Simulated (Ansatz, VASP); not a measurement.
**Rh in VASP and in Ansatz**

```
Rh
1.0
     2.70960    0.00000    0.00000
     0.00000    3.83195    0.00000
     0.00000    0.00000   24.12880
Rh
7
Direct
  0.00000 0.00000 0.33635
  0.50000 0.50000 0.38637
  0.00000 0.00000 0.44476
  0.50000 0.50000 0.50000
  0.00000 0.00000 0.55524
  0.50000 0.50000 0.61363
  0.00000 0.00000 0.66365
```

Alike in both runs: task single point; functional PBE; k mesh 12 × 9 × 1; occupations fermi-dirac, width 0.1 eV; no spin polarisation.

|  | VASP | Ansatz |
| --- | --- | --- |
| version | VASP 6.6.1 | Ansatz 0.2.0 |
| potentials or method | VASP PAW PBE potentials, release 64 (Rh_pv) | PAW with Ansatz's default frozen-core files, scalar-relativistic |
| plane-wave cutoff (eV) | 520 | 420 |
| valence electrons in the cell | 105 | 119 |

Ansatz gave:

```
rms of the force components (eV/Å) : 0.002
```

Which values does VASP return?

rms of the force components (eV/Å): 0.003.

Atom by atom the forces differ by 0.002 eV/Å (rms over components). VASP's potentials hold 105 valence electrons a cell and Ansatz's 119, so a difference there can come from the potentials and not from the codes.
